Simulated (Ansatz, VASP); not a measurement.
## One calculation of AlGa3N4, two programs

Contents of INCAR:

```
SYSTEM = AlGa3N4
PREC = Accurate ; ENCUT = 520
EDIFF = 1E-6 ; ISMEAR = 0
SIGMA = 0.05 ; LREAL = .False.
LASPH = .True. ; NELM = 80
ALGO = Normal ; ISIF = 2
LWAVE = .False. ; LCHARG = .False.
GGA = PS ; NBANDS = 41
```

The input KPOINTS:

```
regular mesh
0
Gamma
  6 6 6
  0 0 0
```

POSCAR

```
AlGa3N4
1.0
    4.4716853600      0.0000000000      0.0000000000
    0.0000000000      4.4716853600      0.0000000000
    0.0000000000      0.0000000000      4.4716853600
Al Ga N
1 3 4
Direct
    0.0000000000      0.0000000000      0.0000000000
    0.5000000000      0.5000000000     -0.0223629330
    0.5000000000      0.0000000000      0.5000000000
    0.0000000000      0.5000000000      0.5000000000
    0.7557144200      0.7557144200      0.2442855800
    0.7557144200      0.2442855800      0.7557144200
    0.2442855800      0.7557144200      0.7557144200
    0.2442855800      0.2442855800      0.2442855800
```

Input for Ansatz:

```yaml
crystal:
  lattice:
    - [4.47168536, 0.0, 0.0]
    - [0.0, 4.47168536, 0.0]
    - [0.0, 0.0, 4.47168536]
  atoms:
    - { symbol: Al, position: [0.0, 0.0, 0.0] }
    - { symbol: Ga, position: [0.5, 0.5, -0.022362933] }
    - { symbol: Ga, position: [0.5, 0.0, 0.5] }
    - { symbol: Ga, position: [0.0, 0.5, 0.5] }
    - { symbol: "N", position: [0.75571442, 0.75571442, 0.24428558] }
    - { symbol: "N", position: [0.75571442, 0.24428558, 0.75571442] }
    - { symbol: "N", position: [0.24428558, 0.75571442, 0.75571442] }
    - { symbol: "N", position: [0.24428558, 0.24428558, 0.24428558] }
basis:
  ecutwfc: 420
kpoints:
  mp_grid: { grid: [6, 6, 6] }
hamiltonian:
  xc: pbesol
scf:
  occupations: { method: gaussian, width: 0.05 }
output:
  forces: true
  stress: true
  eigenvalues: true
  write_density: true
  write_potential: true
  elf: true
  volumetric_format: npy
```

Alike in both runs: task single point; functional PBEsol; k mesh 6 × 6 × 6; occupations gaussian, width 0.05 eV; no spin polarisation.

|  | VASP | Ansatz |
| --- | --- | --- |
| version | VASP 6.6.1 | Ansatz 0.2.0 |
| potentials or method | VASP PAW PBE potentials, release 64 (Al, Ga_d, N), cutoff 520 eV | scalar-relativistic, plane waves, PAW |
| valence electrons in the cell | 62 | 62 |

```tsv
	VASP	Ansatz	Ansatz less VASP
gap on the k mesh at the Fermi level (eV)	2.22	2.20	-0.019
least direct gap on the mesh (eV)	2.22	2.20	-0.019
pressure (GPa)	-0.4	-0.2	+0.18
traceless stress, the component that is largest in VASP (GPa)	-1.37	-1.40	-0.038
rms of the force components (eV/Å)	0.410	0.413	+0.0022
```

VASP's potentials were made for PBE, not for PBEsol. Atom by atom the forces differ by 0.005 eV/Å (rms over components). With one functional, cell and mesh, what is left measures potentials, basis and numerics.
